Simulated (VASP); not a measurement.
GdO, 2 atoms in the cell. The structure is cubic, space group F-43m (No. 216). The conventional cell has a = 5.400 Å, b = 5.400 Å, c = 5.400 Å, α = 90.00°, β = 90.00°, γ = 90.00°. Gd (site symmetry -43m) has 4 O at 2.34 Å within 3.1 Å. O (site symmetry -43m) has 4 Gd at 2.34 Å within 3.1 Å. 

| Quantity | Value |
| --- | --- |
| Program | VASP 6.6.1 |
| Task | single point |
| Functional | PBEsol |
| Potentials or basis | VASP PAW PBE potentials, release 64 (Gd, O) |
| Cutoff | 520 eV |
| k mesh | 6 × 6 × 6 |
| Occupations | gaussian, width 0.05 eV |
| Spin | collinear spin, ferromagnetic start |
| Starting moments | [7.72, 0.01] μB |
| Hubbard terms | Gd f U = 6.0 eV |
| Dipole correction | no |
| Further INCAR settings | ALGO = Normal; EDIFF = 1e-06; NBANDS = 23 |

Potentials or basis: VASP PAW PBE potentials, release 64 (Gd, O).

Command:

```bash
$ cat potpaw_PBE.64/Gd/POTCAR potpaw_PBE.64/O/POTCAR > POTCAR
$ mpirun -np 1 vasp_std > vasp.out
```

Hardware: 1 thread of AMD EPYC 9R45 96-Core Processor (Zen 5) (shared host).

Problem. Estimate the wall time of this run.

Solution. Run time: 24 s on 1 thread of AMD EPYC 9R45 96-Core Processor (Zen 5), with other jobs on the host, peak memory 0.16 GiB. Counts: scf iterations 17, k points 16.
